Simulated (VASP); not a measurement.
Wanted: the native input for a VASP 6.6.1 run.

```yaml
Task: single point
Functional: r2SCAN
Potentials_or_basis: VASP PAW PBE potentials, release 64 (Zr_sv, S)
Cutoff: 520 eV
k_mesh: 16 × 16 × 16
Occupations: gaussian, width 0.15 eV
Spin: no spin polarisation
Dipole_correction: no
Further_INCAR_settings: ALGO = Normal; EDIFF = 1e-07; NBANDS = 16
```

Crystal: ZrS.

```xyz
2
Lattice="0.0000 2.6578 2.6578 2.6250 0.0328 2.6250 2.6250 2.6250 0.0328" Properties=species:S:1:pos:R:3 pbc="T T T"
Zr    0.0000    0.0000    0.0000
S     2.6250    2.6578    2.6578
```

This cell differs from its parent crystal: strain +0.0250 x Voigt [0, 0, 0, 1, 0, 0].

The input as run:

POSCAR

```
ZrS
1.0
    0.0000000000      2.6578125000      2.6578125000
    2.6250000000      0.0328125000      2.6250000000
    2.6250000000      2.6250000000      0.0328125000
Zr S
1 1
Direct
    0.0000000000      0.0000000000      0.0000000000
    0.5000000000      0.5000000000      0.5000000000
```

INCAR.step1

```
SYSTEM = ZrS
PREC     = Accurate       ! precision mode
ENCUT    = 520            ! plane-wave cutoff, eV
ISMEAR   = 0              ! smearing method
SIGMA    = 0.15           ! smearing width, eV
LREAL    = .FALSE.        ! projectors in reciprocal space
LASPH    = .TRUE.         ! aspherical terms in the spheres
NELM     = 100            ! most SCF steps
NBANDS   = 16             ! bands
GGA      = PE             ! functional
ALGO     = Normal         ! electronic algorithm
EDIFF    = 1E-4           ! SCF threshold, eV
LWAVE    = .TRUE.         ! write WAVECAR
LCHARG   = .FALSE.        ! write CHGCAR
```

INCAR.step2

```
SYSTEM = ZrS
PREC     = Accurate       ! precision mode
ENCUT    = 520            ! plane-wave cutoff, eV
EDIFF    = 1E-7           ! SCF threshold, eV
ISMEAR   = 0              ! smearing method
SIGMA    = 0.15           ! smearing width, eV
LREAL    = .FALSE.        ! projectors in reciprocal space
LASPH    = .TRUE.         ! aspherical terms in the spheres
NELM     = 100            ! most SCF steps
ALGO     = Normal         ! electronic algorithm
ISIF     = 2              ! what is computed and relaxed
LWAVE    = .FALSE.        ! write WAVECAR
LCHARG   = .FALSE.        ! write CHGCAR
METAGGA  = R2SCAN         ! meta-GGA
LMIXTAU  = .TRUE.       
NBANDS   = 16             ! bands
ISTART   = 1
```

KPOINTS

```
Automatic mesh
0
G
  16 16 16
  0 0 0
```

Potentials or basis: VASP PAW PBE potentials, release 64 (Zr_sv, S).

Run with:

```console
$ cat potpaw_PBE.64/Zr_sv/POTCAR potpaw_PBE.64/S/POTCAR > POTCAR
$ cp INCAR.step1 INCAR
$ mpirun -np 1 vasp_std > vasp.out
$ cp INCAR.step2 INCAR
$ mpirun -np 1 vasp_std > vasp.out
```

Results of the run:

| Item | Value |
| --- | --- |
| Pressure | -2.0 GPa |
| Band gap on the k mesh | zero (bands 9 and 10 overlap by 2.88 eV) |

Caveat: the cell differs from its parent crystal (strain +0.0250 x Voigt [0, 0, 0, 1, 0, 0]); the PAW data sets were made with another functional, which shifts forces and pressure a little.

It took 39 min on 1 thread of Oxide Virtual Turin-like Processor, with other jobs on the host, peak memory 0.41 GiB.
